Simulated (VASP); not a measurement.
A run of VASP 6.6.1:

Contents of INCAR:

```
PREC     = Accurate       # precision mode
ENCUT    = 500            # plane-wave cutoff, eV
EDIFF    = 1E-6           # SCF threshold, eV
ISMEAR   = -1             # smearing method
SIGMA    = 0.05           # smearing width, eV
LREAL    = Auto         
LASPH    = T              # aspherical terms in the spheres
NELM     = 120            # most SCF steps
ALGO     = Normal         # electronic algorithm
ISIF     = 2              # what is computed and relaxed
LWAVE    = F              # write WAVECAR
LCHARG   = T              # write CHGCAR
GGA      = PS             # functional
LELF     = T              # ELF
LVHAR    = T            
NBANDS   = 202            # bands
ISYM     = -1           
GGA_COMPAT= F
```

The input KPOINTS:

```
explicit points
1
Reciprocal
  0.25000000   0.25000000   0.25000000 1
```

Contents of POSCAR:

```
Cs8Sn3Pb5Br24
1.0
   11.5492577943      0.0000000000      0.0000000000
    0.0000000000     11.5492577943      0.0000000000
    0.0000000000      0.0000000000     11.5492577943
Cs Sn Pb Br
8 3 5 24
Direct
    0.0083420000      0.9882250000      0.9714980000
    0.0052630000      0.9702710000      0.4851490000
    0.0043710000      0.4729650000      0.9781410000
    0.0025950000      0.4747550000      0.4694470000
    0.4980370000      0.0251630000      0.0309290000
    0.4963660000      0.0275800000      0.5221470000
    0.4952600000      0.5295930000      0.0152690000
    0.4930660000      0.5115190000      0.5297830000
    0.2502290000      0.2499210000      0.2501050000
    0.2504190000      0.2500870000      0.7500830000
    0.2502280000      0.7501170000      0.7499360000
    0.2503870000      0.7498950000      0.2500270000
    0.7503090000      0.2497190000      0.2498440000
    0.7504660000      0.2499500000      0.7500640000
    0.7503000000      0.7497790000      0.2502690000
    0.7503070000      0.7500500000      0.7502690000
    0.2267930000      0.2196940000      0.0002210000
    0.2740560000      0.2801870000      0.4999590000
    0.2864140000      0.7866560000      0.9973690000
    0.2140820000      0.7133420000      0.5034010000
    0.7795080000      0.2002760000      0.0001490000
    0.7214860000      0.2988510000      0.5004350000
    0.7113620000      0.7968730000      0.0000580000
    0.7888340000      0.7024270000      0.5002620000
    0.0035110000      0.2137970000      0.2783430000
    0.0035650000      0.2740370000      0.7235880000
    0.0005380000      0.7963090000      0.2191450000
    0.0031580000      0.7304210000      0.7880040000
    0.4973980000      0.2856850000      0.2216960000
    0.4972240000      0.2259200000      0.7766340000
    0.4999880000      0.7028380000      0.2813920000
    0.4969790000      0.7700160000      0.7123840000
    0.2877180000      0.0023060000      0.2848200000
    0.2275310000      0.0004200000      0.7184220000
    0.2125960000      0.4973840000      0.2153820000
    0.2728200000      0.4996130000      0.7818170000
    0.7082560000      0.9999090000      0.2957370000
    0.7758400000      0.0000120000      0.6994420000
    0.7922100000      0.4995370000      0.2041350000
    0.7247870000      0.4996590000      0.8003130000
```

Potentials or basis: VASP PAW PBE potentials, release 64 (Cs_sv, Sn_d, Pb_d, Br).

Run with:

```sh
$ cat potpaw_PBE.64/Cs_sv/POTCAR potpaw_PBE.64/Sn_d/POTCAR potpaw_PBE.64/Pb_d/POTCAR potpaw_PBE.64/Br/POTCAR > POTCAR
$ mpirun -np 1 vasp_std > vasp.out
```

Hardware: 1 thread of Intel(R) Xeon(R) 6975P-C (Granite Rapids), with other jobs on the host.

**Question.** Estimate the wall time of this run.

**Answer.** It took 6 min on 1 thread of Intel(R) Xeon(R) 6975P-C (Granite Rapids) (shared host), peak memory 1.2 GiB. Counts: scf iterations 15, k points 1.
